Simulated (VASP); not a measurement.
Wanted: the native input for a VASP 6.6.1 run.

```yaml
Task: relaxation of cell and atoms
Functional: BLYP
Potentials_or_basis: VASP PAW PBE potentials, release 64 (Cd)
Cutoff: 600 eV
k_mesh: 5 × 5 × 5
Occupations: fermi-dirac, width 0.1 eV
Spin: no spin polarisation
Dipole_correction: no
Further_INCAR_settings: ALGO = Normal; EDIFF = 1e-06; IBRION = 2; EDIFFG = -0.01; NSW = 80; ISIF = 3
```

The structure of Cd lies in POSCAR:

```
Cd
1.0
    5.5686472891      0.0000000000      0.0000000000
    0.0000000000      5.5686472891      0.0000000000
    0.0000000000      0.0000000000      5.5686472891
Cd
8
Direct
    0.0000000000      0.0000000000      0.0000000000
    0.5000000000      0.5000000000      0.5000000000
    0.2500000000      0.0000000000      0.5000000000
    0.7500000000      0.0000000000      0.5000000000
    0.5000000000      0.2500000000      0.0000000000
    0.5000000000      0.7500000000      0.0000000000
    0.0000000000      0.5000000000      0.2500000000
    0.0000000000      0.5000000000      0.7500000000
```

One way to write it, as run:

INCAR

```
  PREC = Accurate
  ENCUT = 600
  EDIFF = 1E-6
  ISMEAR = -1
  SIGMA = 0.1
  LREAL = False
  LASPH = True
  NELM = 100
  ALGO = Normal
  ISIF = 3
  LWAVE = False
  LCHARG = False
  GGA = B5
  ALDAX = 1.0
  AGGAX = 1.0
  AGGAC = 1.0
  ALDAC = 0.0
  IBRION = 2
  NSW = 80
  EDIFFG = -0.01
```

KPOINTS

```
Automatic mesh
0
Gamma
  5 5 5
```

Potentials or basis: VASP PAW PBE potentials, release 64 (Cd).

Launch:

```sh
$ cat potpaw_PBE.64/Cd/POTCAR > POTCAR
$ mpirun -np 1 vasp_std > vasp.out
```

It gave:

```json
{
 "Relaxed volume": "27.21 Å³/atom",
 "Relaxed cell": "a = 6.015 Å, b = 6.015 Å, c = 6.015 Å, α = 90.00°, β = 90.00°, γ = 90.00°",
 "Space group after relaxing (to 0.1 Å)": "Pm-3n (No. 223)",
 "Energy gained by relaxing": "117.5 meV/atom",
 "Ionic steps": "6",
 "Pressure after relaxing": "0.0 GPa",
 "Band gap on the k mesh": "zero (bands 48 and 49 overlap by 1.38 eV)"
}
```

Caveat: the volume moved by over 15 % at a fixed basis, so the end points are rough; the PAW data sets were made with another functional, which shifts forces and pressure a little.

Wall time 6.3 min on 1 thread of Intel(R) Xeon(R) 6975P-C (Granite Rapids) (shared host), peak memory 0.36 GiB.
